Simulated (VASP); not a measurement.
# SiGe (P6_3mc) in VASP: notebook

Runs on SiGe. Level: LDA. Tasks: single point.

All numbers are computed with VASP 6.6.1; they aren't measurements. Logs are shortened: lines on timing, memory, paths and dates and some standing lists are left out, and cuts for length are marked.

## (1) The cell of the first run

It takes space group P6_3mc (No. 186, hexagonal). Conventional cell: a = 4.092 Å, b = 4.092 Å, c = 6.175 Å, α = 90.00°, β = 90.00°, γ = 120.00°. Within 3.1 Å of Si (site symmetry 3m) lie 4 Ge at 2.31 to 2.49 Å. Ge (site symmetry 3m) has 4 Si at 2.31 to 2.49 Å within 3.1 Å.

## (2) Single point, LDA (volume 22.389 Å^3 an atom, c/a of the conventional cell 1.5089)

INCAR

```
SYSTEM = SiGe
  PREC = Accurate
  ENCUT = 520
  EDIFF = 1E-7
  ISMEAR = 0
  SIGMA = 0.03
  LREAL = .False.
  LASPH = .True.
  NELM = 100
  ALGO = Normal
  ISIF = 2
  LWAVE = .False.
  LCHARG = .False.
  NBANDS = 26
```

KPOINTS

```
Automatic mesh
0
Gamma
  12 12 6
  0 0 0
```

POSCAR

```
SiGe
1.0
    4.0923037896      0.0000000000      0.0000000000
   -2.0461518948      3.5440390418      0.0000000000
    0.0000000000      0.0000000000      6.1748771881
Si Ge
2 2
Direct
    0.6666666667      0.3333333333      0.8745031008
    0.3333333333      0.6666666667      0.3745031008
    0.6666666667      0.3333333333      0.5004958992
    0.3333333333      0.6666666667      0.0004958992
```

Potentials or basis: VASP PAW LDA potentials, release 64 (Si, Ge_d).

Started as:

```sh
$ cat potpaw_LDA.64/Si/POTCAR potpaw_LDA.64/Ge_d/POTCAR > POTCAR
$ mpirun -np 1 vasp_std > vasp.out
```

OUTCAR:

```text
SYSTEM = SiGe
   PREC = Accurate
   ENCUT = 520
   EDIFF = 1E-7
   ISMEAR = 0
   LREAL = .False.
   LASPH = .True.
   NELM = 100
   ISIF = 2

 ion  position               nearest neighbor table
   1  0.667  0.333  0.875-   3 2.31   4 2.49   4 2.49   4 2.49
   2  0.333  0.667  0.375-   4 2.31   3 2.49   3 2.49   3 2.49
   3  0.667  0.333  0.500-   1 2.31   2 2.49   2 2.49   2 2.49
   4  0.333  0.667  0.000-   2 2.31   1 2.49   1 2.49   1 2.49

  LATTYP: Found a hexagonal cell.
 ALAT       =     4.0923037896
 C/A-ratio  =     1.5089000000

  Lattice vectors:

 A1 = (   4.0923037896,   0.0000000000,   0.0000000000)
 A2 = (  -2.0461518948,   3.5440390418,   0.0000000000)
 A3 = (   0.0000000000,   0.0000000000,   6.1748771881)

Analysis of symmetry for initial positions (statically):
=====================================================================
 Subroutine PRICEL returns:
 Original cell was already a primitive cell.

 Routine SETGRP: Setting up the symmetry group for a
 hexagonal supercell.

 Subroutine GETGRP returns: Found 12 space group operations
 (whereof  6 operations were pure point group operations)
 out of a pool of 24 trial point group operations.

The static configuration has the point symmetry C_3v.
 The point group associated with its full space group is C_6v.

Analysis of symmetry for dynamics (positions and initial velocities):
=====================================================================
 Subroutine PRICEL returns:
 Original cell was already a primitive cell.

 Routine SETGRP: Setting up the symmetry group for a
 hexagonal supercell.

 Subroutine GETGRP returns: Found 12 space group operations
 (whereof  6 operations were pure point group operations)
 out of a pool of 24 trial point group operations.

The dynamic configuration has the point symmetry C_3v.
 The point group associated with its full space group is C_6v.

 Subroutine INISYM returns: Found 12 space group operations
 (whereof  6 operations are pure point group operations),
 and found     1 'primitive' translations

----------------------------------------------------------------------------------------

                                     Primitive cell

  volume of cell :      89.5560

  direct lattice vectors                    reciprocal lattice vectors
     4.092303790  0.000000000  0.000000000     0.244361135  0.141081967  0.000000000
[... 84 lines left out ...]
   ISPIN  =      1    spin polarized calculation?
   LNONCOLLINEAR =      F non collinear calculations
   LSORBIT =      F    spin-orbit coupling
   LASPH  =      T    aspherical Exc in radial PAW
   ENCUT  =  520.0 eV  38.22 Ry    6.18 a.u.   7.61  7.61 11.48*2*pi/ulx,y,z
   NELM   =    100;   NELMIN=  2; NELMDL= -5     # of ELM steps
   EDIFF  = 0.1E-06   stopping-criterion for ELM
   LREAL  =      F    real-space projection
   EDIFFG = 0.1E-05   stopping-criterion for IOM
   NSW    =      0    number of steps for IOM
   IBRION =     -1    ionic relax: 0-MD 1-quasi-New 2-CG
   NFREE  =      0    steps in history (QN), initial steepest desc. (CG)
   ISIF   =      2    stress and relaxation
   ISYM   =      2    0-nonsym 1-usesym 2-fastsym
   POTIM  = 0.5000    time-step for ionic-motion
   TEBEG  =    0.0;   TEEND  =   0.0 temperature during run
   PSTRESS=    0.0 pullay stress
   NELECT =      36.0000    total number of electrons
   NUPDOWN=      -1.0000    fix difference up-down
   EMIN   =  10.00;   EMAX   =-10.00  energy-range for DOS
   EFERMI =   0.00;   METHOD = LEGACY
   ISMEAR =     0;   SIGMA  =   0.03  broadening in eV -4-tet -1-fermi 0-gaus
   EFERMI_NEDOS =   21; number of points for ismear=-14 and -15
   IALGO  =     38    algorithm
   IMIX   =      4    mixing-type and parameters
     AMIX     =   0.40;   BMIX     =  1.00
     AMIX_MAG =   1.60;   BMIX_MAG =  1.00
  volume/ion in A,a.u.               =      22.39       151.09
  Fermi-wavevector in a.u.,A,eV,Ry     =   1.208215  2.283195 19.861549  1.459783
  Thomas-Fermi vector in A             =   2.343829
   LORBIT       =      0    0 simple, 1 ext, 2 COOP (PROOUT), +10 PAW based schemes
   GGA     = CA    functional components
   LHFCALC =     F    Hartree Fock is set to
   AEXX    =    0.0000 exact exchange contribution
   IVDW    =     0    specifies the selected vdW correction
   LEPSILON=     F    determine dielectric tensor
   LRPA    =     F    only Hartree local field effects (RPA)
 non-spin polarized calculation
 Gauss-broadening in eV      SIGMA  =   0.03
  energy-cutoff  :      520.00
  volume of cell :       89.56
 maximum number of plane-waves:      2441
   NGX = 15   NGY = 15   NGZ = 23

 number of electron      35.9999968 magnetization

 Free energy of the ion-electron system (eV)
  ---------------------------------------------------
  ext. energy  EPLUGINS =         0.00000000
  ---------------------------------------------------
  free energy    TOTEN  =       -21.81983313 eV

  energy without entropy =      -21.81971545  energy(sigma->0) =      -21.81977429

 E-fermi :   4.8770     XC(G=0):  -9.7539

 val. band max:        4.8770156461   @ k =   0.0833  -0.0000   0.0000
 cond. band min:       4.9799986417   @ k =   0.5000  -0.0000   0.0000
 fundamental gap:      0.1029829956
 Fermi energy:         4.8770227046

 k-point     1 :       0.0000    0.0000    0.0000
  band No.  band energies     occupation
      1     -19.7185      2.00000
      2     -19.7168      2.00000
      3     -19.7093      2.00000
      4     -19.7093      2.00000
      5     -19.7072      2.00000
      6     -19.7072      2.00000
[... 685 lines left out ...]
     25      11.4732      0.00000
     26      11.9162      0.00000

 [... further k-points ...]
[... 5 lines left out ...]
  --------------------------------------------------------------------------------------
  -------------------------------------------------------------------------------------
  Total       -5.6346296     -5.6346296      4.0901107      0.0000000     -0.0000000      0.0000000
  in kB     -100.8048120   -100.8048120     73.1730170      0.0000000     -0.0000000      0.0000000
  external PRESSURE =     -42.8122023 kB  Pullay stress =       0.0000000 kB

 VOLUME and BASIS-vectors are now :
 -----------------------------------------------------------------------------
  energy-cutoff  :      520.00
  volume of cell :       89.56
      direct lattice vectors                 reciprocal lattice vectors
     4.092303790  0.000000000  0.000000000     0.244361135  0.141081967  0.000000000
    -2.046151895  3.544039042  0.000000000     0.000000000  0.282163934  0.000000000
     0.000000000  0.000000000  6.174877188     0.000000000  0.000000000  0.161946541

 POSITION                                       TOTAL-FORCE (eV/Angst)
 -----------------------------------------------------------------------------------
      2.04615      1.18135      5.39995        -0.000000     -0.000000      0.955034
     -0.00000      2.36269      2.31251         0.000000     -0.000000      0.955034
      2.04615      1.18135      3.09050         0.000000      0.000000     -0.955034
     -0.00000      2.36269      0.00306        -0.000000      0.000000     -0.955034
 -----------------------------------------------------------------------------------
    total drift:                               -0.000000     -0.000000     -0.001004

  FREE ENERGIE OF THE ION-ELECTRON SYSTEM (eV)
  ---------------------------------------------------
  free  energy   TOTEN  =       -21.8198331283 eV

  energy  without entropy=      -21.8197154467  energy(sigma->0) =      -21.81977429
```

It took 1.7 min on 1 thread of Intel Xeon Platinum 8488C (Sapphire Rapids), shared host; peak memory 0.26 GiB.

Results:

- Free energy: -21.8198 eV
- Pressure: -4.3 GPa
- Largest force: 0.955 eV/Å
- Band gap on the k mesh: zero (band 18 reaches 5.01 eV, above the bottom of band 19 at 4.75 eV)

Forces in eV/Å, atoms in the order of the input:
```
Si   0.000  0.000  0.955
Si   0.000  0.000  0.955
Ge   0.000  0.000 -0.955
Ge   0.000  0.000 -0.955
```

## (3) Single point, LDA (volume 22.389 Å^3 an atom, c/a of the conventional cell 1.6526)

INCAR

```
SYSTEM = SiGe
ALGO     = Normal         ! electronic algorithm
EDIFF    = 1E-7           ! SCF threshold, eV
ENCUT    = 520            ! plane-wave cutoff, eV
ISIF     = 2              ! what is computed and relaxed
ISMEAR   = 0              ! smearing method
LASPH    = .TRUE.         ! aspherical terms in the spheres
LCHARG   = .TRUE.         ! write CHGCAR
LELF     = .TRUE.         ! ELF
LREAL    = .FALSE.        ! projectors in reciprocal space
LVHAR    = .TRUE.       
LWAVE    = .FALSE.        ! write WAVECAR
NBANDS   = 26             ! bands
NELM     = 100            ! most SCF steps
PREC     = Accurate       ! precision mode
SIGMA    = 0.03           ! smearing width, eV
```

KPOINTS

```
k-points
0
G
  12 12 6
  0 0 0
```

POSCAR

```
SiGe
1.0
    3.9700706750      0.0000000000      0.0000000000
   -1.9850353375      3.4381820594      0.0000000000
    0.0000000000      0.0000000000      6.5609628661
Si Ge
2 2
Direct
    0.6666666667      0.3333333333      0.8745031008
    0.3333333333      0.6666666667      0.3745031008
    0.6666666667      0.3333333333      0.5004958992
    0.3333333333      0.6666666667      0.0004958992
```

Potentials or basis: VASP PAW LDA potentials, release 64 (Si, Ge_d).

Started as:

```sh
$ cat potpaw_LDA.64/Si/POTCAR potpaw_LDA.64/Ge_d/POTCAR > POTCAR
$ mpirun -np 1 vasp_std > vasp.out
```

It took 2.7 min on 1 thread of Intel Xeon 6975P-C, shared host; peak memory 0.27 GiB.

Results (log left out):

```
Free energy            : -22.1021 eV
Pressure               : -5.4 GPa
Largest force          : 0.028 eV/Å
Band gap on the k mesh : 0.23 eV, direct
```

Forces in eV/Å, atoms in the order of the input:
```
Si   0.000  0.000  0.028
Si   0.000  0.000  0.028
Ge   0.000  0.000 -0.028
Ge   0.000  0.000 -0.028
```

Levels at points of the mesh, in eV from the valence-band top:
| k point | band 16 | band 17 | band 18 | band 19 | band 20 | band 21 |
| --- | --- | --- | --- | --- | --- | --- |
| (0.00, 0.00, 0.00) | -0.29 | 0.00 | 0.00 | 0.23 | 0.88 | 2.06 |
| (0.50, 0.00, 0.00) | -2.98 | -2.82 | -1.44 | 0.43 | 1.80 | 3.21 |
| (0.00, 0.00, 0.50) | -0.90 | -0.90 | -0.90 | 1.00 | 1.00 | 3.07 |
| (0.50, 0.00, 0.50) | -2.47 | -2.36 | -2.36 | 0.57 | 0.57 | 1.86 |

## (4) Single point, LDA (volume 19.072 Å^3 an atom, c/a of the conventional cell 1.3776)

INCAR

```
SYSTEM = SiGe
PREC     = Accurate       ! precision mode
ENCUT    = 520            ! plane-wave cutoff, eV
EDIFF    = 1E-6           ! SCF threshold, eV
ISMEAR   = 0              ! smearing method
SIGMA    = 0.03           ! smearing width, eV
LREAL    = .False.        ! projectors in reciprocal space
LASPH    = .True.         ! aspherical terms in the spheres
NELM     = 60             ! most SCF steps
ALGO     = Normal         ! electronic algorithm
ISIF     = 2              ! what is computed and relaxed
LWAVE    = .False.        ! write WAVECAR
LCHARG   = .False.        ! write CHGCAR
GGA      = CA             ! functional
NBANDS   = 26             ! bands
```

KPOINTS

```
regular mesh
0
Gamma
  12 12 6
  0 0 0
```

POSCAR

```
SiGe
1.0
    3.9988411681      0.0000000000      0.0000000000
   -1.9994205841      3.4630980373      0.0000000000
    0.0000000000      0.0000000000      5.5088035932
Si Ge
2 2
Direct
    0.6666666667      0.3333333333      0.8745031008
    0.3333333333      0.6666666667      0.3745031008
    0.6666666667      0.3333333333      0.5004958992
    0.3333333333      0.6666666667      0.0004958992
```

Started as:

```sh
$ cat potpaw_LDA.64/Si/POTCAR potpaw_LDA.64/Ge_d/POTCAR > POTCAR
$ mpirun -np 1 vasp_std > vasp.out
```

Run time: 2.3 min. Hardware: 1 thread of AMD EPYC 7R43 (Zen 3), shared host; peak memory 0.21 GiB.

It converged, with:

```
Free energy            : -20.3725 eV
Pressure               : 15.2 GPa
Largest force          : 4.249 eV/Å
Band gap on the k mesh : zero (band 18 reaches 6.81 eV, above the bottom of band 19 at 5.90 eV)
```

Forces in eV/Å, atoms in the order of the input:
```
Si   0.000  0.000  4.249
Si   0.000  0.000  4.249
Ge   0.000  0.000 -4.249
Ge   0.000  0.000 -4.249
```

Stress tensor (GPa, compression positive):
```
-5.07  0.00  0.00
 0.00 -5.07  0.00
 0.00  0.00 55.81
```

Levels at points of the mesh, in eV from the Fermi level:
```csv
k point,band 15,band 16,band 17,band 18,band 19,band 20,band 21,band 22
"(0.00, 0.00, 0.00)",-2.38,-0.84,-0.04,0.65,0.65,1.37,1.37,2.63
"(0.50, 0.00, 0.00)",-5.12,-3.83,-3.27,-0.69,-0.26,2.96,3.02,3.85
"(0.00, 0.00, 0.50)",-1.36,-1.36,-1.36,-1.36,0.80,0.80,2.99,2.99
"(0.50, 0.00, 0.50)",-2.73,-2.73,-1.66,-1.66,0.99,0.99,3.34,3.34
```

Caveat: forces of over 1 eV/Å act on the atoms, so gaps and moduli don't describe the material at rest.

## (5) Overview

```tsv
cell	gap on the mesh (eV)	pressure (GPa)	largest force (eV/Å)
a = 4.092, b = 4.092, c = 6.175 Å, angles 90.0, 90.0, 120.0°, 4 atoms	none	-4.3	0.96
a = 3.970, b = 3.970, c = 6.561 Å, angles 90.0, 90.0, 120.0°, 4 atoms	0.23	-5.4	0.03
a = 3.999, b = 3.999, c = 5.509 Å, angles 90.0, 90.0, 120.0°, 4 atoms	none	15.2	4.25
```

Alike in all rows: task single point; level LDA; potentials or basis VASP PAW LDA potentials, release 64 (Si, Ge_d); no spin polarisation; k mesh 12 × 12 × 6; cutoff (eV) 520; smearing gaussian 0.03 eV.

Caveats: forces of over 1 eV/Å act on the atoms, so gaps and moduli don't describe the material at rest (some runs).

Total energies depend on the potentials used, so only differences within one code and one set of settings carry meaning.
